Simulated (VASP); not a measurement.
# Co (P6_3/mmc) in VASP: a series of runs

The runs below take Co through single point, with LDA.

Program: VASP 6.6.1. These are calculated values, not measurements. Logs are shortened: lines on timing, memory, paths and dates and some standing lists are left out, and cuts for length are marked.

**1. The cell of the first run**

The structure is hexagonal, space group P6_3/mmc (No. 194). The conventional cell has a = 2.427 Å, b = 2.427 Å, c = 3.923 Å, α = 90.00°, β = 90.00°, γ = 120.00°. Within 3.2 Å of Co (site symmetry -6m2) lie 12 Co at 2.41 to 2.43 Å.

**2. Single point, LDA, collinear spin, ferromagnetic start**

INCAR

```
SYSTEM = Co
ALGO = Normal
EDIFF = 1E-6
ENCUT = 520
ISIF = 2
ISMEAR = -1
ISPIN = 2
LASPH = .TRUE.
LCHARG = .FALSE.
LMAXMIX = 4
LORBIT = 11
LREAL = .FALSE.
LWAVE = .FALSE.
MAGMOM = 1.558 1.558
NBANDS = 20
NELM = 150
PREC = Accurate
SIGMA = 0.05
```

KPOINTS

```
k-points
0
G
  5 5 3
  0 0 0
```

POSCAR

```
Co
1.0
    2.4273810165      0.0000000000      0.0000000000
   -1.2136905082      2.1021736250      0.0000000000
    0.0000000000      0.0000000000      3.9230481332
Co
2
Direct
    0.3333333333      0.6666666667      0.2500000000
    0.6666666667      0.3333333333      0.7500000000
```

Potentials or basis: VASP PAW LDA potentials, release 64 (Co).

Run with:

```console
$ cat potpaw_LDA.64/Co/POTCAR > POTCAR
$ mpirun -np 1 vasp_std > vasp.out
```

OUTCAR:

```text
SYSTEM = Co
   EDIFF = 1E-6
   ENCUT = 520
   ISIF = 2
   ISMEAR = -1
   ISPIN = 2
   LASPH = .TRUE.
   LORBIT = 11
   LREAL = .FALSE.
   NELM = 150
   PREC = Accurate

 ion  position               nearest neighbor table
   1  0.333  0.667  0.250-   2 2.41   2 2.41   2 2.41   2 2.41   2 2.41   2 2.41
   2  0.667  0.333  0.750-   1 2.41   1 2.41   1 2.41   1 2.41   1 2.41   1 2.41

  LATTYP: Found a hexagonal cell.
 ALAT       =     2.4273810165
 C/A-ratio  =     1.6161649558

  Lattice vectors:

 A1 = (   2.4273810165,   0.0000000000,   0.0000000000)
 A2 = (  -1.2136905082,   2.1021736250,   0.0000000000)
 A3 = (   0.0000000000,   0.0000000000,   3.9230481332)

Analysis of symmetry for initial positions (statically):
=====================================================================
 Subroutine PRICEL returns:
 Original cell was already a primitive cell.

 Routine SETGRP: Setting up the symmetry group for a
 hexagonal supercell.

 Subroutine GETGRP returns: Found 24 space group operations
 (whereof 12 operations were pure point group operations)
 out of a pool of 24 trial point group operations.

The static configuration has the point symmetry D_3d.
 The point group associated with its full space group is D_6h.

Analysis of symmetry for dynamics (positions and initial velocities):
=====================================================================
 Subroutine PRICEL returns:
 Original cell was already a primitive cell.

 Routine SETGRP: Setting up the symmetry group for a
 hexagonal supercell.

 Subroutine GETGRP returns: Found 24 space group operations
 (whereof 12 operations were pure point group operations)
 out of a pool of 24 trial point group operations.

The dynamic configuration has the point symmetry D_3d.
 The point group associated with its full space group is D_6h.

Analysis of structural, dynamic, and magnetic symmetry:
=====================================================================
 Subroutine PRICEL returns:
 Original cell was already a primitive cell.

 Routine SETGRP: Setting up the symmetry group for a
 hexagonal supercell.

 Subroutine GETGRP returns: Found 24 space group operations
 (whereof 12 operations were pure point group operations)
 out of a pool of 24 trial point group operations.

The overall configuration has the point symmetry D_3d.
 The point group associated with its full space group is D_6h.

 Subroutine INISYM returns: Found 24 space group operations
 (whereof 12 operations are pure point group operations),
 and found     1 'primitive' translations

----------------------------------------------------------------------------------------

                                     Primitive cell

  volume of cell :      20.0184

  direct lattice vectors                    reciprocal lattice vectors
     2.427381017  0.000000000  0.000000000     0.411966639  0.237849050  0.000000000
    -1.213690508  2.102173625  0.000000000     0.000000000  0.475698100  0.000000000
     0.000000000  0.000000000  3.923048133     0.000000000  0.000000000  0.254903831

  length of vectors
     2.427381017  2.427381017  3.923048133     0.475698100  0.475698100  0.254903831

  position of ions in fractional coordinates (direct lattice)
     0.333333333  0.666666667  0.250000000
     0.666666667  0.333333333  0.750000000

  ion indices of the primitive-cell ions
   primitive index   ion index
                 1           1
                 2           2

----------------------------------------------------------------------------------------

 KPOINTS: k-points

Automatic generation of k-mesh.
 Grid dimensions read from file:
 generate k-points for:    5    5    3

 Generating k-lattice:

  Cartesian coordinates                     Fractional coordinates (reciprocal lattice)
     0.082393328  0.047569810  0.000000000     0.200000000  0.000000000  0.000000000
     0.000000000  0.095139620  0.000000000     0.000000000  0.200000000  0.000000000
     0.000000000  0.000000000  0.084967944     0.000000000  0.000000000  0.333333333

  Length of vectors
     0.095139620  0.095139620  0.084967944

  Shift w.r.t. Gamma in fractional coordinates (k-lattice)
     0.000000000  0.000000000  0.000000000

 Subroutine IBZKPT returns following result:
 ===========================================

 Found     10 irreducible k-points:

 Following reciprocal coordinates:
            Coordinates               Weight
  0.000000  0.000000  0.000000      1.000000
  0.200000  0.000000  0.000000      6.000000
  0.400000  0.000000  0.000000      6.000000
  0.200000  0.200000  0.000000      6.000000
  0.400000  0.200000  0.000000      6.000000
  0.000000  0.000000  0.333333      2.000000
  0.200000  0.000000  0.333333     12.000000
  0.400000  0.000000  0.333333     12.000000
  0.200000  0.200000  0.333333     12.000000
  0.400000  0.200000  0.333333     12.000000
   k-points           NKPTS =     10   k-points in BZ     NKDIM =     10   number of bands    NBANDS=     20
   number of dos      NEDOS =    301   number of ions     NIONS =      2
   total plane-waves  NPLWV =   9720
   dimension x,y,z NGX =    18 NGY =   18 NGZ =   30
   dimension x,y,z NGXF=    36 NGYF=   36 NGZF=   60
   ions per type =               2
   NGX,Y,Z   is equivalent  to a cutoff of  12.33, 12.33, 12.71 a.u.
   NGXF,Y,Z  is equivalent  to a cutoff of  24.66, 24.66, 25.43 a.u.
 SYSTEM =  Co
   PREC   = accura    normal or accurate (medium, high low for compatibility)
   ISTART =      0    job   : 0-new  1-cont  2-samecut
   ICHARG =      2    charge: 1-file 2-atom 10-const
   ISPIN  =      2    spin polarized calculation?
   LNONCOLLINEAR =      F non collinear calculations
   LSORBIT =      F    spin-orbit coupling
   LASPH  =      T    aspherical Exc in radial PAW
   ENCUT  =  520.0 eV  38.22 Ry    6.18 a.u.   4.51  4.51  7.29*2*pi/ulx,y,z
   NELM   =    150;   NELMIN=  2; NELMDL= -5     # of ELM steps
   EDIFF  = 0.1E-05   stopping-criterion for ELM
   LREAL  =      F    real-space projection
   EDIFFG = 0.1E-04   stopping-criterion for IOM
   NSW    =      0    number of steps for IOM
   IBRION =     -1    ionic relax: 0-MD 1-quasi-New 2-CG
   NFREE  =      0    steps in history (QN), initial steepest desc. (CG)
   ISIF   =      2    stress and relaxation
   ISYM   =      2    0-nonsym 1-usesym 2-fastsym
   POTIM  = 0.5000    time-step for ionic-motion
   TEBEG  =    0.0;   TEEND  =   0.0 temperature during run
   PSTRESS=    0.0 pullay stress
   NELECT =      18.0000    total number of electrons
   NUPDOWN=      -1.0000    fix difference up-down
   EMIN   =  10.00;   EMAX   =-10.00  energy-range for DOS
   EFERMI =   0.00;   METHOD = LEGACY
   ISMEAR =    -1;   SIGMA  =   0.05  broadening in eV -4-tet -1-fermi 0-gaus
   EFERMI_NEDOS =   21; number of points for ismear=-14 and -15
   IALGO  =     38    algorithm
   IMIX   =      4    mixing-type and parameters
     AMIX     =   0.40;   BMIX     =  1.00
     AMIX_MAG =   1.60;   BMIX_MAG =  1.00
  volume/ion in A,a.u.               =      10.01        67.55
  Fermi-wavevector in a.u.,A,eV,Ry     =   1.580116  2.985986 33.970567  2.496766
  Thomas-Fermi vector in A             =   2.680392
   LORBIT       =     11    0 simple, 1 ext, 2 COOP (PROOUT), +10 PAW based schemes
   GGA     = CA    functional components
   LHFCALC =     F    Hartree Fock is set to
   AEXX    =    0.0000 exact exchange contribution
   IVDW    =     0    specifies the selected vdW correction
   LEPSILON=     F    determine dielectric tensor
   LRPA    =     F    only Hartree local field effects (RPA)
 spin polarized calculation
  energy-cutoff  :      520.00
  volume of cell :       20.02
 maximum number of plane-waves:       554
 NGX is ok and might be reduce to    18
   NGX =  9   NGY =  9   NGZ = 15

 number of electron      17.9999991 magnetization       3.1016984

 Free energy of the ion-electron system (eV)
  ---------------------------------------------------
  ext. energy  EPLUGINS =         0.00000000
  ---------------------------------------------------
  free energy    TOTEN  =       -16.18515635 eV

  energy without entropy =      -16.16813645  energy(sigma->0) =      -16.17664640

 E-fermi :  11.1743     XC(G=0): -14.2178

 val. band max:       11.1169522194   @ k =   0.2000   0.2000   0.0000
 cond. band min:      11.1929049678   @ k =   0.2000   0.2000   0.3333
 fundamental gap:      0.0759527484
 Fermi energy:        11.1742861730

 spin component 1

 k-point     1 :       0.0000    0.0000    0.0000
  band No.  band energies     occupation
      1       1.6878      1.00000
      2       5.6420      1.00000
      3       8.5169      1.00000
      4       8.5570      1.00000
      5       8.5570      1.00000
      6       8.9232      1.00000
[... 12 lines left out ...]
     19      38.3708      0.00000
     20      38.3708      0.00000
[... 185 lines left out ...]
 k-point    10 :       0.4000    0.2000    0.3333
  band No.  band energies     occupation
      1       6.2226      1.00000
      2       6.7470      1.00000
      3       7.1508      1.00000
      4       7.7002      1.00000
      5       7.8846      1.00000
      6       8.8057      1.00000
[... 12 lines left out ...]
     19      36.9020      0.00000
     20      39.3401      0.00000
 Fermi energy:        11.1742861730

 spin component 2

 k-point     1 :       0.0000    0.0000    0.0000
  band No.  band energies     occupation
      1       1.9457      1.00000
      2       6.5307      1.00000
      3       9.8823      1.00000
      4       9.9369      1.00000
      5       9.9369      1.00000
      6      10.3459      1.00000
[... 12 lines left out ...]
     19      38.8657      0.00000
     20      38.8657      0.00000
[... 185 lines left out ...]
 k-point    10 :       0.4000    0.2000    0.3333
  band No.  band energies     occupation
      1       7.2415      1.00000
      2       7.7324      1.00000
      3       8.3121      1.00000
      4       8.7831      1.00000
      5       9.1567      1.00000
      6       9.9169      1.00000
[... 12 lines left out ...]
     19      37.3022      0.00000
     20      39.7455      0.00000

------------------------ aborting loop because EDIFF is reached ----------------------------------------

  FORCE on cell =-STRESS in cart. coord.  units (eV):
  Direction    XX          YY          ZZ          XY          YZ          ZX
  --------------------------------------------------------------------------------------
  -------------------------------------------------------------------------------------
  Total        0.0444939      0.0444939     -0.1822394      0.0000000     -0.0000000     -0.0000000
  in kB        3.5610745      3.5610745    -14.5855458      0.0000000     -0.0000000     -0.0000000
  external PRESSURE =      -2.4877989 kB  Pullay stress =       0.0000000 kB

 VOLUME and BASIS-vectors are now :
 -----------------------------------------------------------------------------
  energy-cutoff  :      520.00
  volume of cell :       20.02
      direct lattice vectors                 reciprocal lattice vectors
     2.427381017  0.000000000  0.000000000     0.411966639  0.237849050  0.000000000
    -1.213690508  2.102173625  0.000000000     0.000000000  0.475698100  0.000000000
     0.000000000  0.000000000  3.923048133     0.000000000  0.000000000  0.254903831

 POSITION                                       TOTAL-FORCE (eV/Angst)
 -----------------------------------------------------------------------------------
     -0.00000      1.40145      0.98076        -0.000000      0.000000      0.000000
      1.21369      0.70072      2.94229         0.000000     -0.000000      0.000000
 -----------------------------------------------------------------------------------
    total drift:                                0.000000      0.000000     -0.000000

  FREE ENERGIE OF THE ION-ELECTRON SYSTEM (eV)
  ---------------------------------------------------
  free  energy   TOTEN  =       -16.1851563515 eV

  energy  without entropy=      -16.1681364466  energy(sigma->0) =      -16.17664640

 total charge

# of ion       s       p       d       tot
------------------------------------------
    1        0.523   0.592   7.335   8.450
    2        0.523   0.592   7.335   8.450
--------------------------------------------------
tot          1.046   1.185  14.670  16.900

 magnetization (x)

# of ion       s       p       d       tot
------------------------------------------
    1       -0.008  -0.004   1.544   1.533
    2       -0.008  -0.004   1.544   1.533
--------------------------------------------------
tot         -0.016  -0.007   3.088   3.065
```

Run time: 8.4 s. Hardware: 1 thread of Intel Xeon Platinum 8375C at 2.90GHz (Ice Lake), shared host; peak memory 0.12 GiB.

What came out:

```yaml
Free_energy: -16.1852 eV
Pressure: -0.2 GPa
Net_moment: 3.10 μB per cell
Site_moments: Co +1.53 μB
Valence_electrons_inside_the_program's_atomic_spheres: Co 8.45
```

Stress tensor (GPa, compression positive):
```
 0.36  0.00  0.00
 0.00  0.36  0.00
 0.00  0.00 -1.46
```

Caveat: the k points lie up to 0.60 Å⁻¹ apart.

**3. Single point, LDA, collinear spin, ferromagnetic start**

INCAR

```
  PREC = Accurate
  ENCUT = 520
  EDIFF = 1E-6
  ISMEAR = -1
  SIGMA = 0.05
  LREAL = False
  LASPH = True
  NELM = 150
  ALGO = Normal
  ISIF = 2
  LWAVE = False
  LCHARG = False
  ISPIN = 2
  MAGMOM = 1.558 1.558
  LORBIT = 11
  LMAXMIX = 4
  GGA = CA
  NBANDS = 20
```

KPOINTS

```
regular mesh
0
Gamma
  7 7 4
```

POSCAR is that of step 2.

Potentials or basis: VASP PAW LDA potentials, release 64 (Co).

Run with:

```console
$ cat potpaw_LDA.64/Co/POTCAR > POTCAR
$ mpirun -np 1 vasp_std > vasp.out
```

OUTCAR:

```text
PREC = Accurate
   ENCUT = 520
   EDIFF = 1E-6
   ISMEAR = -1
   LREAL = False
   LASPH = True
   NELM = 150
   ISIF = 2
   ISPIN = 2
   LORBIT = 11
   GGA = CA

 ion  position               nearest neighbor table
   1  0.333  0.667  0.250-   2 2.41   2 2.41   2 2.41   2 2.41   2 2.41   2 2.41
   2  0.667  0.333  0.750-   1 2.41   1 2.41   1 2.41   1 2.41   1 2.41   1 2.41

  LATTYP: Found a hexagonal cell.
 ALAT       =     2.4273810165
 C/A-ratio  =     1.6161649558

  Lattice vectors:

 A1 = (   2.4273810165,   0.0000000000,   0.0000000000)
 A2 = (  -1.2136905082,   2.1021736250,   0.0000000000)
 A3 = (   0.0000000000,   0.0000000000,   3.9230481332)

Analysis of symmetry for initial positions (statically):
=====================================================================
 Subroutine PRICEL returns:
 Original cell was already a primitive cell.

 Routine SETGRP: Setting up the symmetry group for a
[... 751 lines left out ...]
      2       6.5051      1.00000
      3       9.8830      1.00000
      4       9.8926      1.00000
      5       9.8926      1.00000
      6      10.3015      1.00000
[... 541 lines left out ...]
     19      38.0504      0.00000
     20      38.0504      0.00000

------------------------ aborting loop because EDIFF is reached ----------------------------------------

  FORCE on cell =-STRESS in cart. coord.  units (eV):
  Direction    XX          YY          ZZ          XY          YZ          ZX
  --------------------------------------------------------------------------------------
  -------------------------------------------------------------------------------------
  Total       -0.1290390     -0.1290390     -0.3658413     -0.0000000      0.0000000      0.0000000
  in kB      -10.3276473    -10.3276473    -29.2801424     -0.0000000      0.0000000      0.0000000
  external PRESSURE =     -16.6451456 kB  Pullay stress =       0.0000000 kB

 VOLUME and BASIS-vectors are now :
 -----------------------------------------------------------------------------
  energy-cutoff  :      520.00
  volume of cell :       20.02
      direct lattice vectors                 reciprocal lattice vectors
     2.427381017  0.000000000  0.000000000     0.411966639  0.237849050  0.000000000
    -1.213690508  2.102173625  0.000000000     0.000000000  0.475698100  0.000000000
     0.000000000  0.000000000  3.923048133     0.000000000  0.000000000  0.254903831

 POSITION                                       TOTAL-FORCE (eV/Angst)
 -----------------------------------------------------------------------------------
     -0.00000      1.40145      0.98076        -0.000000      0.000000      0.000000
      1.21369      0.70072      2.94229         0.000000     -0.000000      0.000000
 -----------------------------------------------------------------------------------
    total drift:                                0.000000      0.000000     -0.000000

  FREE ENERGIE OF THE ION-ELECTRON SYSTEM (eV)
  ---------------------------------------------------
  free  energy   TOTEN  =       -16.2378713033 eV

  energy  without entropy=      -16.2205269768  energy(sigma->0) =      -16.22919914

 total charge

# of ion       s       p       d       tot
------------------------------------------
    1        0.522   0.588   7.341   8.451
    2        0.522   0.588   7.341   8.451
--------------------------------------------------
tot          1.044   1.175  14.683  16.902

 magnetization (x)

# of ion       s       p       d       tot
------------------------------------------
    1       -0.014  -0.037   1.495   1.445
    2       -0.014  -0.037   1.495   1.445
--------------------------------------------------
tot         -0.027  -0.074   2.991   2.889
```

It took 16 s on 1 thread of Intel Xeon Platinum 8375C at 2.90GHz (Ice Lake), shared host; peak memory 0.13 GiB.

Results:

| Item | Value |
| --- | --- |
| Free energy | -16.2379 eV |
| Pressure | -1.7 GPa |
| Net moment | 2.90 μB per cell |
| Site moments | Co +1.45 μB |
| Valence electrons inside the program's atomic spheres | Co 8.45 |

Levels at points of the mesh, in eV from the Fermi level:
Spin up:
```csv
k point,band 7,band 8,band 9,band 10,band 11,band 12,band 13,band 14
"(0.00, 0.00, 0.00)",-2.22,-1.80,-1.80,-0.53,-0.53,-0.14,7.17,22.60
"(0.00, 0.00, 0.50)",-2.66,-2.66,-0.89,-0.89,-0.89,-0.89,15.97,15.97
```
Spin down:
| k point | band 6 | band 7 | band 8 | band 9 | band 10 | band 11 |
| --- | --- | --- | --- | --- | --- | --- |
| (0.00, 0.00, 0.00) | -0.85 | -0.85 | -0.37 | -0.37 | 0.03 | 0.99 |
| (0.00, 0.00, 0.50) | -1.33 | -1.33 | -1.33 | 0.61 | 0.61 | 0.61 |

Caveat: the k points lie up to 0.43 Å⁻¹ apart.

**4. Single point, LDA, collinear spin, ferromagnetic start**

INCAR

```
  PREC = Accurate
  ENCUT = 520
  EDIFF = 1E-6
  ISMEAR = -1
  SIGMA = 0.05
  LREAL = F
  LASPH = T
  NELM = 150
  ALGO = Normal
  ISIF = 2
  LWAVE = F
  LCHARG = F
  ISPIN = 2
  MAGMOM = 1.558 1.558
  LORBIT = 11
  LMAXMIX = 4
  GGA = CA
  NBANDS = 20
```

KPOINTS

```
regular mesh
0
Gamma
  9 9 5
```

POSCAR is that of step 3.

Run with:

```console
$ cat potpaw_LDA.64/Co/POTCAR > POTCAR
$ mpirun -np 1 vasp_std > vasp.out
```

Wall time 22 s (1 thread of Intel Xeon Platinum 8375C at 2.90GHz (Ice Lake), shared host); peak memory 0.13 GiB.

The run converged. Its results:

```
Free energy                                           : -16.2662 eV
Pressure                                              : -1.2 GPa
Net moment                                            : 2.99 μB per cell
Site moments                                          : Co +1.49 μB
Valence electrons inside the program's atomic spheres : Co 8.45
```

Stress tensor (GPa, compression positive):
```
-1.10  0.00  0.00
 0.00 -1.10  0.00
 0.00  0.00 -1.26
```

Levels at points of the mesh, in eV from the Fermi level:
Spin up:
| k point | band 7 | band 8 | band 9 | band 10 | band 11 | band 12 | band 13 | band 14 |
| --- | --- | --- | --- | --- | --- | --- | --- | --- |
| (0.00, 0.00, 0.00) | -2.15 | -1.75 | -1.75 | -0.48 | -0.48 | -0.06 | 7.25 | 22.69 |
Spin down:
| k point | band 4 | band 5 | band 6 | band 7 | band 8 | band 9 | band 10 | band 11 |
| --- | --- | --- | --- | --- | --- | --- | --- | --- |
| (0.00, 0.00, 0.00) | -1.15 | -1.15 | -0.74 | -0.74 | -0.28 | -0.28 | 0.11 | 1.09 |

**5. The runs side by side**

```tsv
k mesh	gap on the mesh (eV)	pressure (GPa)	moment (μB)
5 × 5 × 3	none	-0.2	3.10
7 × 7 × 4	none	-1.7	2.90
9 × 9 × 5	none	-1.2	2.99
```

Alike in all rows: task single point; level LDA; potentials or basis VASP PAW LDA potentials, release 64 (Co); spin collinear, ferromagnetic start; cell as given; cutoff (eV) 520; smearing fermi-dirac 0.05 eV.

Caveats: some runs use coarse meshes.

Total energies depend on the potentials used, so only differences within one code and one set of settings carry meaning.
